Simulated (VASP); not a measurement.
# SiGe (P6_3mc) in VASP: further runs, part 2 of 2

VASP 6.6.1. The steps go on from the part before.

## (5) Single point, PBEsol

This run uses another cell than the first one, of 20.66 Å³/atom.

The input, INCAR:

```
SYSTEM = SiGe
  ALGO = Normal
  EDIFF = 1E-6
  ENCUT = 520
  GGA = PS
  ISIF = 2
  ISMEAR = 0
  LASPH = .True.
  LCHARG = .True.
  LELF = .True.
  LREAL = .False.
  LVHAR = .True.
  LWAVE = .False.
  NBANDS = 26
  NELM = 60
  PREC = Accurate
  SIGMA = 0.03
```

The input, KPOINTS:

```
k-points
0
Gamma
  12 12 6
  0 0 0
```

The input, POSCAR:

```
SiGe
1.0
    3.8654920470      0.0000000000      0.0000000000
   -1.9327460235      3.3476143109      0.0000000000
    0.0000000000      0.0000000000      6.3853843130
Si Ge
2 2
Direct
    0.6666666667      0.3333333333      0.8745463082
    0.3333333333      0.6666666667      0.3745463082
    0.6666666667      0.3333333333      0.5004526918
    0.3333333333      0.6666666667      0.0004526918
```

Potentials or basis: VASP PAW PBE potentials, release 64 (Si, Ge_d).

Run with:

```bash
cat potpaw_PBE.64/Si/POTCAR potpaw_PBE.64/Ge_d/POTCAR > POTCAR
mpirun -np 1 vasp_std > vasp.out
```

OUTCAR:

```text
SYSTEM = SiGe
   EDIFF = 1E-6
   ENCUT = 520
   GGA = PS
   ISIF = 2
   ISMEAR = 0
   LASPH = .True.
   LREAL = .False.
   NELM = 60
   PREC = Accurate

 ion  position               nearest neighbor table
   1  0.667  0.333  0.875-   4 2.37   4 2.37   4 2.37   3 2.39
   2  0.333  0.667  0.375-   3 2.37   3 2.37   3 2.37   4 2.39
   3  0.667  0.333  0.500-   2 2.37   2 2.37   2 2.37   1 2.39
   4  0.333  0.667  0.000-   1 2.37   1 2.37   1 2.37   2 2.39

  LATTYP: Found a hexagonal cell.
 ALAT       =     3.8654920470
 C/A-ratio  =     1.6518943088

  Lattice vectors:

 A1 = (   3.8654920470,   0.0000000000,   0.0000000000)
 A2 = (  -1.9327460235,   3.3476143109,   0.0000000000)
 A3 = (   0.0000000000,   0.0000000000,   6.3853843130)

Analysis of symmetry for initial positions (statically):
=====================================================================
 Subroutine PRICEL returns:
 Original cell was already a primitive cell.

 Routine SETGRP: Setting up the symmetry group for a
 hexagonal supercell.

 Subroutine GETGRP returns: Found 12 space group operations
 (whereof  6 operations were pure point group operations)
 out of a pool of 24 trial point group operations.

The static configuration has the point symmetry C_3v.
 The point group associated with its full space group is C_6v.

Analysis of symmetry for dynamics (positions and initial velocities):
=====================================================================
 Subroutine PRICEL returns:
 Original cell was already a primitive cell.

 Routine SETGRP: Setting up the symmetry group for a
 hexagonal supercell.

 Subroutine GETGRP returns: Found 12 space group operations
 (whereof  6 operations were pure point group operations)
 out of a pool of 24 trial point group operations.

The dynamic configuration has the point symmetry C_3v.
 The point group associated with its full space group is C_6v.

 Subroutine INISYM returns: Found 12 space group operations
 (whereof  6 operations are pure point group operations),
 and found     1 'primitive' translations

----------------------------------------------------------------------------------------

                                     Primitive cell

  volume of cell :      82.6280

  direct lattice vectors                    reciprocal lattice vectors
     3.865492047  0.000000000  0.000000000     0.258699278  0.149360098  0.000000000
    -1.932746024  3.347614311  0.000000000     0.000000000  0.298720195  0.000000000
     0.000000000  0.000000000  6.385384313     0.000000000  0.000000000  0.156607645

  length of vectors
     3.865492047  3.865492047  6.385384313     0.298720195  0.298720195  0.156607645

  position of ions in fractional coordinates (direct lattice)
     0.666666667  0.333333333  0.874546308
     0.333333333  0.666666667  0.374546308
     0.666666667  0.333333333  0.500452692
     0.333333333  0.666666667  0.000452692

  ion indices of the primitive-cell ions
   primitive index   ion index
                 1           1
                 2           2
                 3           3
                 4           4

----------------------------------------------------------------------------------------

 KPOINTS: k-points

Automatic generation of k-mesh.
 Grid dimensions read from file:
 generate k-points for:   12   12    6

 Generating k-lattice:

  Cartesian coordinates                     Fractional coordinates (reciprocal lattice)
     0.021558273  0.012446675  0.000000000     0.083333333  0.000000000  0.000000000
     0.000000000  0.024893350  0.000000000     0.000000000  0.083333333  0.000000000
     0.000000000  0.000000000  0.026101274     0.000000000  0.000000000  0.166666667

  Length of vectors
     0.024893350  0.024893350  0.026101274

  Shift w.r.t. Gamma in fractional coordinates (k-lattice)
     0.000000000  0.000000000  0.000000000

 Subroutine IBZKPT returns following result:
 ===========================================

 Found     76 irreducible k-points:

 Following reciprocal coordinates:
            Coordinates               Weight
  0.000000  0.000000  0.000000      1.000000
  0.083333  0.000000  0.000000      6.000000
  0.166667  0.000000  0.000000      6.000000
  0.250000  0.000000  0.000000      6.000000
  0.333333  0.000000  0.000000      6.000000
  0.416667  0.000000  0.000000      6.000000
[... 16 lines left out ...]
  0.250000  0.000000  0.166667     12.000000
  0.333333  0.000000  0.166667     12.000000
 [... further k-points ...]
   k-points           NKPTS =     76   k-points in BZ     NKDIM =     76   number of bands    NBANDS=     26
   number of dos      NEDOS =    301   number of ions     NIONS =      4
   total plane-waves  NPLWV =  43200
   dimension x,y,z NGX =    30 NGY =   30 NGZ =   48
   dimension x,y,z NGXF=    60 NGYF=   60 NGZF=   96
   ions per type =               2   2
   NGX,Y,Z   is equivalent  to a cutoff of  12.90, 12.90, 12.50 a.u.
   NGXF,Y,Z  is equivalent  to a cutoff of  25.80, 25.80, 24.99 a.u.
 SYSTEM =  SiGe
   PREC   = accura    normal or accurate (medium, high low for compatibility)
   ISTART =      0    job   : 0-new  1-cont  2-samecut
   ICHARG =      2    charge: 1-file 2-atom 10-const
   ISPIN  =      1    spin polarized calculation?
   LNONCOLLINEAR =      F non collinear calculations
   LSORBIT =      F    spin-orbit coupling
   LASPH  =      T    aspherical Exc in radial PAW
   ENCUT  =  520.0 eV  38.22 Ry    6.18 a.u.   7.19  7.19 11.87*2*pi/ulx,y,z
   NELM   =     60;   NELMIN=  2; NELMDL= -5     # of ELM steps
   EDIFF  = 0.1E-05   stopping-criterion for ELM
   LREAL  =      F    real-space projection
   EDIFFG = 0.1E-04   stopping-criterion for IOM
   NSW    =      0    number of steps for IOM
   IBRION =     -1    ionic relax: 0-MD 1-quasi-New 2-CG
   NFREE  =      0    steps in history (QN), initial steepest desc. (CG)
   ISIF   =      2    stress and relaxation
   ISYM   =      2    0-nonsym 1-usesym 2-fastsym
   POTIM  = 0.5000    time-step for ionic-motion
   TEBEG  =    0.0;   TEEND  =   0.0 temperature during run
   PSTRESS=    0.0 pullay stress
   NELECT =      36.0000    total number of electrons
   NUPDOWN=      -1.0000    fix difference up-down
   EMIN   =  10.00;   EMAX   =-10.00  energy-range for DOS
   EFERMI =   0.00;   METHOD = LEGACY
   ISMEAR =     0;   SIGMA  =   0.03  broadening in eV -4-tet -1-fermi 0-gaus
   EFERMI_NEDOS =   21; number of points for ismear=-14 and -15
   IALGO  =     38    algorithm
   IMIX   =      4    mixing-type and parameters
     AMIX     =   0.40;   BMIX     =  1.00
     AMIX_MAG =   1.60;   BMIX_MAG =  1.00
  volume/ion in A,a.u.               =      20.66       139.40
  Fermi-wavevector in a.u.,A,eV,Ry     =   1.241080  2.345302 20.956789  1.540281
  Thomas-Fermi vector in A             =   2.375494
   LORBIT       =      0    0 simple, 1 ext, 2 COOP (PROOUT), +10 PAW based schemes
   GGA     = PS    functional components
   LHFCALC =     F    Hartree Fock is set to
   AEXX    =    0.0000 exact exchange contribution
   IVDW    =     0    specifies the selected vdW correction
   LEPSILON=     F    determine dielectric tensor
   LRPA    =     F    only Hartree local field effects (RPA)
 non-spin polarized calculation
 Gauss-broadening in eV      SIGMA  =   0.03
  energy-cutoff  :      520.00
  volume of cell :       82.63
 maximum number of plane-waves:      2250
 NGX is ok and might be reduce to    30
   NGX = 15   NGY = 15   NGZ = 23

 number of electron      35.9999978 magnetization

 Free energy of the ion-electron system (eV)
  ---------------------------------------------------
  ext. energy  EPLUGINS =         0.00000000
  ---------------------------------------------------
  free energy    TOTEN  =       -21.24513278 eV

  energy without entropy =      -21.24513278  energy(sigma->0) =      -21.24513278

 E-fermi :   5.9941     XC(G=0):  -9.9984

 val. band max:        5.8414572512   @ k =   0.0000   0.0000   0.0000
 cond. band min:       6.1433910286   @ k =   0.5000   0.0000   0.0000
 fundamental gap:      0.3019337774
 Fermi energy:         5.9940632335

 k-point     1 :       0.0000    0.0000    0.0000
  band No.  band energies     occupation
      1     -18.7135      2.00000
      2     -18.7134      2.00000
      3     -18.7099      2.00000
      4     -18.7099      2.00000
      5     -18.7068      2.00000
      6     -18.7068      2.00000
[... 18 lines left out ...]
     25      10.1530      0.00000
     26      12.3415      0.00000
[... 644 lines left out ...]
      4     -18.7056      2.00000
      5     -18.7027      2.00000
      6     -18.7016      2.00000
[... 18 lines left out ...]
     25      12.9634      0.00000
     26      13.3539      0.00000

 [... further k-points ...]
[... 5 lines left out ...]
  --------------------------------------------------------------------------------------
  -------------------------------------------------------------------------------------
  Total        1.1898223      1.1898223      1.2045638      0.0000000     -0.0000000      0.0000000
  in kB       23.0709479     23.0709479     23.3567900      0.0000000     -0.0000000      0.0000000
  external PRESSURE =      23.1662286 kB  Pullay stress =       0.0000000 kB

 VOLUME and BASIS-vectors are now :
 -----------------------------------------------------------------------------
  energy-cutoff  :      520.00
  volume of cell :       82.63
      direct lattice vectors                 reciprocal lattice vectors
     3.865492047  0.000000000  0.000000000     0.258699278  0.149360098  0.000000000
    -1.932746024  3.347614311  0.000000000     0.000000000  0.298720195  0.000000000
     0.000000000  0.000000000  6.385384313     0.000000000  0.000000000  0.156607645

 POSITION                                       TOTAL-FORCE (eV/Angst)
 -----------------------------------------------------------------------------------
      1.93275      1.11587      5.58431         0.000000     -0.000000     -0.011865
     -0.00000      2.23174      2.39162        -0.000000      0.000000     -0.011865
      1.93275      1.11587      3.19558        -0.000000     -0.000000      0.011865
     -0.00000      2.23174      0.00289         0.000000      0.000000      0.011865
 -----------------------------------------------------------------------------------
    total drift:                               -0.000000     -0.000000      0.000472

  FREE ENERGIE OF THE ION-ELECTRON SYSTEM (eV)
  ---------------------------------------------------
  free  energy   TOTEN  =       -21.2451327783 eV

  energy  without entropy=      -21.2451327783  energy(sigma->0) =      -21.24513278
```

stdout:

```text
POSCAR found type information on POSCAR SiGe
 POSCAR found :  2 types and       4 ions
 scaLAPACK will be used
 -----------------------------------------------------------------------------
|                                                                             |
|                                                                             |
|     You enforced a specific xc type in the INCAR file but a different       |
|     I HOPE YOU KNOW WHAT YOU ARE DOING!                                     |
|                                                                             |
 -----------------------------------------------------------------------------

 LDA part: xc-table for (Slater+PW92), standard interpolation
 POSCAR, INCAR and KPOINTS ok, starting setup
 FFT: planning ... GRIDC
 FFT: planning ... GRID_SOFT
 FFT: planning ... GRID
 WAVECAR not read
 entering main loop
```

Wall time 61 s (1 thread of Intel Xeon 6975P-C (Granite Rapids), shared host); peak memory 0.28 GiB.

Results:

- Free energy: -21.2451 eV
- Pressure: 2.3 GPa
- Largest force: 0.012 eV/Å
- Band gap on the k mesh: 0.30 eV (least direct gap 0.48 eV)

Forces on the atoms (eV/Å):
```
Si   0.000  0.000 -0.012
Si   0.000  0.000 -0.012
Ge   0.000  0.000  0.012
Ge   0.000  0.000  0.012
```

Caveat: semilocal functionals underestimate gaps, and a narrow one can read as zero; the PAW data sets were made with another functional, which shifts forces and pressure a little.

## (6) Single point, PBEsol (atoms shifted along a free coordinate)

The input, INCAR:

```
PREC     = Accurate       # precision mode
ENCUT    = 520            # plane-wave cutoff, eV
EDIFF    = 1E-6           # SCF threshold, eV
ISMEAR   = 0              # smearing method
SIGMA    = 0.03           # smearing width, eV
LREAL    = F              # projectors in reciprocal space
LASPH    = T              # aspherical terms in the spheres
NELM     = 80             # most SCF steps
ALGO     = Normal         # electronic algorithm
ISIF     = 2              # what is computed and relaxed
LWAVE    = F              # write WAVECAR
LCHARG   = T              # write CHGCAR
GGA      = PS             # functional
LELF     = T              # ELF
LVHAR    = T            
NBANDS   = 26             # bands
```

The input, KPOINTS:

```
regular mesh
0
Gamma
  12 12 6
```

The input, POSCAR:

```
SiGe
1.0
    3.9004653870      0.0000000000      0.0000000000
   -1.9502326935      3.3779021117      0.0000000000
    0.0000000000      0.0000000000      6.4431565742
Si Ge
2 2
Direct
    0.6666666667      0.3333333333      0.8745463082
    0.3333333333      0.6666666667      0.3745463082
    0.6666666667      0.3333333333      0.4926925203
    0.3333333333      0.6666666667     -0.0073074797
```

Potentials or basis: VASP PAW PBE potentials, release 64 (Si, Ge_d).

Run with:

```bash
cat potpaw_PBE.64/Si/POTCAR potpaw_PBE.64/Ge_d/POTCAR > POTCAR
mpirun -np 1 vasp_std > vasp.out
```

Wall time 62 s (1 thread of Intel Xeon 6975P-C (Granite Rapids), shared host); peak memory 0.28 GiB.

The run converged. Its results:

```yaml
Free_energy: -21.2324 eV
Pressure: 0.1 GPa
Largest_force: 0.565 eV/Å
Band_gap_on_the_k_mesh: 0.32 eV (least direct gap 0.34 eV)
```

Forces in eV/Å, atoms in the order of the input:
```
Si   0.000  0.000 -0.565
Si   0.000  0.000 -0.565
Ge   0.000  0.000  0.565
Ge   0.000  0.000  0.565
```

Stress tensor (GPa, compression positive):
```
 1.02  0.00  0.00
 0.00  1.02  0.00
 0.00  0.00 -1.63
```

Levels at points of the mesh, in eV from the valence-band top:
| k point | band 14 | band 15 | band 16 | band 17 | band 18 | band 19 | band 20 | band 21 | band 22 | band 23 |
| --- | --- | --- | --- | --- | --- | --- | --- | --- | --- | --- |
| (0.00, 0.00, 0.00) | -1.59 | -1.59 | -0.10 | -0.10 | 0.00 | 0.34 | 1.52 | 2.13 | 2.13 | 2.55 |
| (0.50, 0.00, 0.00) | -6.47 | -4.62 | -3.19 | -2.85 | -1.62 | 0.32 | 1.96 | 3.44 | 3.56 | 4.10 |
| (0.00, 0.00, 0.50) | -4.38 | -1.00 | -1.00 | -1.00 | -1.00 | 1.14 | 1.14 | 3.10 | 3.10 | 3.10 |
| (0.50, 0.00, 0.50) | -7.63 | -2.56 | -2.56 | -2.45 | -2.45 | 0.69 | 0.69 | 1.72 | 1.72 | 5.97 |

Caveat: the cell differs from its parent crystal (atoms shifted along a free coordinate); semilocal functionals underestimate gaps, and a narrow one can read as zero; the PAW data sets were made with another functional, which shifts forces and pressure a little. A k mesh can miss the band edges.

## (7) The runs side by side

```csv
cell,gap on the mesh (eV),pressure (GPa),largest force (eV/Å)
"a = 3.935, b = 3.935, c = 6.500 Å, angles 90.0, 90.0, 120.0°, 4 atoms, atomic positions A",none,-1.8,1.33
"a = 3.969, b = 3.969, c = 6.556 Å, angles 90.0, 90.0, 120.0°, 4 atoms, atomic positions B",none,-3.2,2.01
"a = 3.969, b = 3.969, c = 6.556 Å, angles 90.0, 90.0, 120.0°, 4 atoms, atomic positions C",none,-3.0,1.26
"a = 3.865, b = 3.865, c = 6.385 Å, angles 90.0, 90.0, 120.0°, 4 atoms, atomic positions D",0.30,2.3,0.01
"a = 3.900, b = 3.900, c = 6.443 Å, angles 90.0, 90.0, 120.0°, 4 atoms, atomic positions E",0.32,0.1,0.56
```

Alike in all rows: task single point; level PBEsol; potentials or basis VASP PAW PBE potentials, release 64 (Si, Ge_d); no spin polarisation; k mesh 12 × 12 × 6; cutoff (eV) 520; smearing gaussian 0.03 eV.

Caveats: semilocal functionals underestimate gaps, and a narrow one can read as zero; the PAW data sets were made with another functional, which shifts forces and pressure a little; the stress differs along the axes, from -4 to 2 GPa (at least some runs); the stress differs along the axes, from -6 to 2 GPa (at least some runs); the stress differs along the axes, from -7 to -1 GPa (at least some runs).

Absolute energies hang on the potentials; compare differences alone.

The gap in the log of VASP goes by the Fermi energy; the results here count the filled bands.